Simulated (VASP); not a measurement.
Input of a VASP 6.6.1 run:

File POSCAR:

```
NaF
1.0
    0.0000000000      2.3233012604      2.3233012604
    2.3233012604      0.0000000000      2.3233012604
    2.3233012604      2.3233012604      0.0000000000
Na F
1 1
Direct
    0.0000000000      0.0000000000      0.0000000000
    0.5000000000      0.5000000000      0.5000000000
```

File INCAR.step1:

```
  PREC = Accurate
  ENCUT = 520
  EDIFF = 1E-5
  ISMEAR = 0
  SIGMA = 0.05
  LREAL = False
  LASPH = True
  NELM = 120
  ALGO = Normal
  ISIF = 2
  LWAVE = True
  LCHARG = False
  GGA = PE
  NBANDS = 14
  GGA_COMPAT = False
```

Contents of INCAR.step2:

```
  PREC = Accurate
  ENCUT = 520
  EDIFF = 1E-6
  ISMEAR = 0
  SIGMA = 0.05
  LREAL = False
  LASPH = True
  NELM = 120
  ALGO = Normal
  ISIF = 2
  LWAVE = False
  LCHARG = False
  GGA = PE
  LHFCALC = True
  AEXX = 0.25
  PRECFOCK = Normal
  IVDW = 13
  ISTART = 1
  NBANDS = 14
  GGA_COMPAT = False
```

KPOINTS

```
Automatic mesh
0
Gamma
  6 6 6
```

Potentials or basis: VASP PAW PBE potentials, release 64 (Na_pv, F).

Run with:

```sh
$ cat potpaw_PBE.64/Na_pv/POTCAR potpaw_PBE.64/F/POTCAR > POTCAR
$ cp INCAR.step1 INCAR
$ mpirun -np 1 vasp_std > vasp.out
$ cp INCAR.step2 INCAR
$ mpirun -np 1 vasp_std > vasp.out
```

Question: What does it give for the band gap on the k mesh?

Answer: 9.18 eV.

Question: Estimate the pressure.

Answer: -0.9 GPa.

Caveat: the PAW data sets were made with another functional, which shifts forces and pressure a little.
